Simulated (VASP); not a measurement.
# RhPbCl3 (Pm-3m) in VASP: a series of runs

RhPbCl3 is run at these levels: PBE; tasks: single point, relaxation of cell and atoms.

Program: VASP 6.6.1. These are calculated values, not measurements. Logs are shortened: lines on timing, memory, paths and dates and some standing lists are left out, and cuts for length are marked.

### 1 The cell of the first run

Symmetry: Pm-3m, No. 221, cubic system. The conventional cell has a = 4.864 Å, b = 4.864 Å, c = 4.864 Å, α = 90.00°, β = 90.00°, γ = 90.00°. Rh (site symmetry m-3m) has 12 Cl at 3.44 Å and 8 Pb at 4.21 Å within 4.5 Å. Pb (site symmetry m-3m) has 6 Cl at 2.43 Å within 3.2 Å. Cl (site symmetry 4/mmm) has 2 Pb at 2.43 Å within 3.2 Å.

### 2 Single point, PBE, collinear spin, ferromagnetic start

INCAR reads:

```
  PREC = Accurate
  ENCUT = 520
  EDIFF = 1E-6
  ISMEAR = 0
  SIGMA = 0.1
  LREAL = False
  LASPH = True
  NELM = 150
  ALGO = Normal
  ISIF = 2
  LWAVE = False
  LCHARG = True
  ISPIN = 2
  MAGMOM = 1 0 0 0 0
  LORBIT = 11
  LMAXMIX = 4
  GGA = PE
  LELF = True
  LVHAR = True
  NBANDS = 37
```

KPOINTS reads:

```
Automatic mesh
0
Gamma
  4 4 4
```

POSCAR reads:

```
RhPbCl3
1.0
    4.8636869081      0.0000000000      0.0000000000
    0.0000000000      4.8636869081      0.0000000000
    0.0000000000      0.0000000000      4.8636869081
Rh Pb Cl
1 1 3
Direct
    0.0000000000      0.0000000000      0.0000000000
    0.5000000000      0.5000000000      0.5000000000
    0.0000000000      0.5000000000      0.5000000000
    0.5000000000      0.0000000000      0.5000000000
    0.5000000000      0.5000000000      0.0000000000
```

Potentials or basis: VASP PAW PBE potentials, release 64 (Rh_pv, Pb_d, Cl).

Started as:

```sh
$ cat potpaw_PBE.64/Rh_pv/POTCAR potpaw_PBE.64/Pb_d/POTCAR potpaw_PBE.64/Cl/POTCAR > POTCAR
$ mpirun -np 1 vasp_std > vasp.out
```

OUTCAR:

```text
PREC = Accurate
   ENCUT = 520
   EDIFF = 1E-6
   ISMEAR = 0
   LREAL = False
   LASPH = True
   NELM = 150
   ISIF = 2
   ISPIN = 2
   LORBIT = 11
   GGA = PE

 ion  position               nearest neighbor table
   1  0.000  0.000  0.000-
   2  0.500  0.500  0.500-   3 2.43   4 2.43   5 2.43   5 2.43   4 2.43   3 2.43
   3  0.000  0.500  0.500-   2 2.43   2 2.43
   4  0.500  0.000  0.500-   2 2.43   2 2.43
   5  0.500  0.500  0.000-   2 2.43   2 2.43

  LATTYP: Found a simple cubic cell.
 ALAT       =     4.8636869081

  Lattice vectors:

 A1 = (   4.8636869081,   0.0000000000,   0.0000000000)
 A2 = (   0.0000000000,   4.8636869081,   0.0000000000)
 A3 = (   0.0000000000,   0.0000000000,   4.8636869081)

Analysis of symmetry for initial positions (statically):
=====================================================================
 Subroutine PRICEL returns:
 Original cell was already a primitive cell.

 Routine SETGRP: Setting up the symmetry group for a
 simple cubic supercell.

 Subroutine GETGRP returns: Found 48 space group operations
 (whereof 48 operations were pure point group operations)
 out of a pool of 48 trial point group operations.

The static configuration has the point symmetry O_h .

Analysis of symmetry for dynamics (positions and initial velocities):
=====================================================================
 Subroutine PRICEL returns:
 Original cell was already a primitive cell.

 Routine SETGRP: Setting up the symmetry group for a
 simple cubic supercell.

 Subroutine GETGRP returns: Found 48 space group operations
 (whereof 48 operations were pure point group operations)
 out of a pool of 48 trial point group operations.

The dynamic configuration has the point symmetry O_h .

Analysis of structural, dynamic, and magnetic symmetry:
=====================================================================
 Subroutine PRICEL returns:
 Original cell was already a primitive cell.

 Routine SETGRP: Setting up the symmetry group for a
 simple cubic supercell.

 Subroutine GETGRP returns: Found 48 space group operations
 (whereof 48 operations were pure point group operations)
 out of a pool of 48 trial point group operations.

The overall configuration has the point symmetry O_h .

 Subroutine INISYM returns: Found 48 space group operations
 (whereof 48 operations are pure point group operations),
 and found     1 'primitive' translations

----------------------------------------------------------------------------------------

                                     Primitive cell

  volume of cell :     115.0527

  direct lattice vectors                    reciprocal lattice vectors
     4.863686908  0.000000000  0.000000000     0.205605340  0.000000000  0.000000000
     0.000000000  4.863686908  0.000000000     0.000000000  0.205605340  0.000000000
     0.000000000  0.000000000  4.863686908     0.000000000  0.000000000  0.205605340

  length of vectors
     4.863686908  4.863686908  4.863686908     0.205605340  0.205605340  0.205605340

  position of ions in fractional coordinates (direct lattice)
     0.000000000  0.000000000  0.000000000
     0.500000000  0.500000000  0.500000000
     0.000000000  0.500000000  0.500000000
     0.500000000  0.000000000  0.500000000
     0.500000000  0.500000000  0.000000000

  ion indices of the primitive-cell ions
   primitive index   ion index
                 1           1
                 2           2
                 3           3
                 4           4
                 5           5

----------------------------------------------------------------------------------------

 KPOINTS: Automatic mesh

Automatic generation of k-mesh.
 Grid dimensions read from file:
 generate k-points for:    4    4    4

 Generating k-lattice:

  Cartesian coordinates                     Fractional coordinates (reciprocal lattice)
     0.051401335  0.000000000  0.000000000     0.250000000  0.000000000  0.000000000
     0.000000000  0.051401335  0.000000000     0.000000000  0.250000000  0.000000000
     0.000000000  0.000000000  0.051401335     0.000000000  0.000000000  0.250000000

  Length of vectors
     0.051401335  0.051401335  0.051401335

  Shift w.r.t. Gamma in fractional coordinates (k-lattice)
     0.000000000  0.000000000  0.000000000

 Subroutine IBZKPT returns following result:
 ===========================================

 Found     10 irreducible k-points:

 Following reciprocal coordinates:
            Coordinates               Weight
  0.000000  0.000000  0.000000      1.000000
  0.250000  0.000000  0.000000      6.000000
  0.500000  0.000000  0.000000      3.000000
  0.250000  0.250000  0.000000     12.000000
  0.500000  0.250000  0.000000     12.000000
  0.500000  0.500000  0.000000      3.000000
  0.250000  0.250000  0.250000      8.000000
  0.500000  0.250000  0.250000     12.000000
  0.500000  0.500000  0.250000      6.000000
  0.500000  0.500000  0.500000      1.000000
   k-points           NKPTS =     10   k-points in BZ     NKDIM =     10   number of bands    NBANDS=     37
   number of dos      NEDOS =    301   number of ions     NIONS =      5
   total plane-waves  NPLWV =  46656
   dimension x,y,z NGX =    36 NGY =   36 NGZ =   36
   dimension x,y,z NGXF=    72 NGYF=   72 NGZF=   72
   ions per type =               1   1   3
   NGX,Y,Z   is equivalent  to a cutoff of  12.31, 12.31, 12.31 a.u.
   NGXF,Y,Z  is equivalent  to a cutoff of  24.61, 24.61, 24.61 a.u.
 SYSTEM =  unknown system
   PREC   = accura    normal or accurate (medium, high low for compatibility)
   ISTART =      0    job   : 0-new  1-cont  2-samecut
   ICHARG =      2    charge: 1-file 2-atom 10-const
   ISPIN  =      2    spin polarized calculation?
   LNONCOLLINEAR =      F non collinear calculations
   LSORBIT =      F    spin-orbit coupling
   LASPH  =      T    aspherical Exc in radial PAW
   ENCUT  =  520.0 eV  38.22 Ry    6.18 a.u.   9.04  9.04  9.04*2*pi/ulx,y,z
   NELM   =    150;   NELMIN=  2; NELMDL= -5     # of ELM steps
   EDIFF  = 0.1E-05   stopping-criterion for ELM
   LREAL  =      F    real-space projection
   EDIFFG = 0.1E-04   stopping-criterion for IOM
   NSW    =      0    number of steps for IOM
   IBRION =     -1    ionic relax: 0-MD 1-quasi-New 2-CG
   NFREE  =      0    steps in history (QN), initial steepest desc. (CG)
   ISIF   =      2    stress and relaxation
   ISYM   =      2    0-nonsym 1-usesym 2-fastsym
   POTIM  = 0.5000    time-step for ionic-motion
   TEBEG  =    0.0;   TEEND  =   0.0 temperature during run
   PSTRESS=    0.0 pullay stress
   NELECT =      50.0000    total number of electrons
   NUPDOWN=      -1.0000    fix difference up-down
   EMIN   =  10.00;   EMAX   =-10.00  energy-range for DOS
   EFERMI =   0.00;   METHOD = LEGACY
   ISMEAR =     0;   SIGMA  =   0.10  broadening in eV -4-tet -1-fermi 0-gaus
   EFERMI_NEDOS =   21; number of points for ismear=-14 and -15
   IALGO  =     38    algorithm
   IMIX   =      4    mixing-type and parameters
     AMIX     =   0.40;   BMIX     =  1.00
     AMIX_MAG =   1.60;   BMIX_MAG =  1.00
  volume/ion in A,a.u.               =      23.01       155.28
  Fermi-wavevector in a.u.,A,eV,Ry     =   1.240031  2.343319 20.921365  1.537677
  Thomas-Fermi vector in A             =   2.374489
   LORBIT       =     11    0 simple, 1 ext, 2 COOP (PROOUT), +10 PAW based schemes
   GGA     = PE    functional components
   LHFCALC =     F    Hartree Fock is set to
   AEXX    =    0.0000 exact exchange contribution
   IVDW    =     0    specifies the selected vdW correction
   LEPSILON=     F    determine dielectric tensor
   LRPA    =     F    only Hartree local field effects (RPA)
 spin polarized calculation
 Gauss-broadening in eV      SIGMA  =   0.10
  energy-cutoff  :      520.00
  volume of cell :      115.05
 maximum number of plane-waves:      3136
   NGX = 19   NGY = 19   NGZ = 19

 number of electron      50.0000031 magnetization       1.5938624

 Free energy of the ion-electron system (eV)
  ---------------------------------------------------
  ext. energy  EPLUGINS =         0.00000000
  ---------------------------------------------------
  free energy    TOTEN  =       -12.88513571 eV

  energy without entropy =      -12.82655014  energy(sigma->0) =      -12.85584292

 E-fermi :   5.5127     XC(G=0):  -9.6479

 val. band max:        5.5039887676   @ k =   0.5000   0.5000   0.2500
 cond. band min:       5.5137410203   @ k =   0.2500   0.2500   0.0000
 fundamental gap:      0.0097522527
 Fermi energy:         5.5126518528

 spin component 1

 k-point     1 :       0.0000    0.0000    0.0000
  band No.  band energies     occupation
      1     -39.8557      1.00000
      2     -39.8557      1.00000
      3     -39.8557      1.00000
      4     -13.1669      1.00000
      5     -13.1669      1.00000
      6     -12.5231      1.00000
[... 29 lines left out ...]
     36      15.0623      0.00000
     37      15.0623      0.00000
[... 328 lines left out ...]
      6     -11.8637      1.00000
[... 29 lines left out ...]
     36      14.0435      0.00000
     37      14.0590      0.00000
 Fermi energy:         5.5126518528

 spin component 2

 k-point     1 :       0.0000    0.0000    0.0000
  band No.  band energies     occupation
      1     -38.8301      1.00000
      2     -38.8301      1.00000
      3     -38.8301      1.00000
      4     -13.1515      1.00000
      5     -13.1515      1.00000
      6     -12.4964      1.00000
[... 29 lines left out ...]
     36      15.1166      0.00000
     37      15.1166      0.00000
[... 358 lines left out ...]
     36      14.0486      0.00000
     37      14.1787      0.00000

------------------------ aborting loop because EDIFF is reached ----------------------------------------

  FORCE on cell =-STRESS in cart. coord.  units (eV):
  Direction    XX          YY          ZZ          XY          YZ          ZX
  --------------------------------------------------------------------------------------
  -------------------------------------------------------------------------------------
  Total       15.2177903     15.2177903     15.2177903     -0.0000000      0.0000000      0.0000000
  in kB      211.9167802    211.9167802    211.9167802     -0.0000000      0.0000000      0.0000000
  external PRESSURE =     211.9167802 kB  Pullay stress =       0.0000000 kB

 VOLUME and BASIS-vectors are now :
 -----------------------------------------------------------------------------
  energy-cutoff  :      520.00
  volume of cell :      115.05
      direct lattice vectors                 reciprocal lattice vectors
     4.863686908  0.000000000  0.000000000     0.205605340  0.000000000  0.000000000
     0.000000000  4.863686908  0.000000000     0.000000000  0.205605340  0.000000000
     0.000000000  0.000000000  4.863686908     0.000000000  0.000000000  0.205605340

 POSITION                                       TOTAL-FORCE (eV/Angst)
 -----------------------------------------------------------------------------------
      0.00000      0.00000      0.00000         0.000000      0.000000      0.000000
      2.43184      2.43184      2.43184         0.000000      0.000000      0.000000
      0.00000      2.43184      2.43184         0.000000      0.000000      0.000000
      2.43184      0.00000      2.43184         0.000000      0.000000      0.000000
      2.43184      2.43184      0.00000         0.000000      0.000000      0.000000
 -----------------------------------------------------------------------------------
    total drift:                                0.000000      0.000000      0.000000

  FREE ENERGIE OF THE ION-ELECTRON SYSTEM (eV)
  ---------------------------------------------------
  free  energy   TOTEN  =       -12.8851357103 eV

  energy  without entropy=      -12.8265501381  energy(sigma->0) =      -12.85584292

 total charge

# of ion       s       p       d       tot
------------------------------------------
    1        0.055   6.001   7.436  13.492
    2        1.427   0.812   9.978  12.216
    3        1.618   3.560   0.000   5.178
    4        1.618   3.560   0.000   5.178
    5        1.618   3.560   0.000   5.178
--------------------------------------------------
tot          6.337  17.491  17.414  41.242

 magnetization (x)

# of ion       s       p       d       tot
------------------------------------------
    1        0.007   0.003   1.382   1.392
    2        0.014   0.005   0.002   0.020
    3        0.002   0.022   0.000   0.025
    4        0.002   0.022   0.000   0.025
    5        0.002   0.022   0.000   0.025
--------------------------------------------------
tot          0.028   0.074   1.384   1.486
```

It took 1.9 min on 1 thread of AMD EPYC 7R13 (Zen 3), shared host; peak memory 0.24 GiB.

What came out:

```yaml
Free_energy: -12.8851 eV
Pressure: 21.2 GPa
Net_moment: 1.59 μB per cell
Site_moments: Rh +1.39; Pb +0.02; Cl +0.03 μB
Valence_electrons_inside_the_program's_atomic_spheres: Rh 13.49; Pb 12.22; Cl 5.18
```

Caveat: the cell stands under pressure; spin-orbit coupling is left out, which moves the levels of the heavy elements.

(Continued in part 2 of 2.)
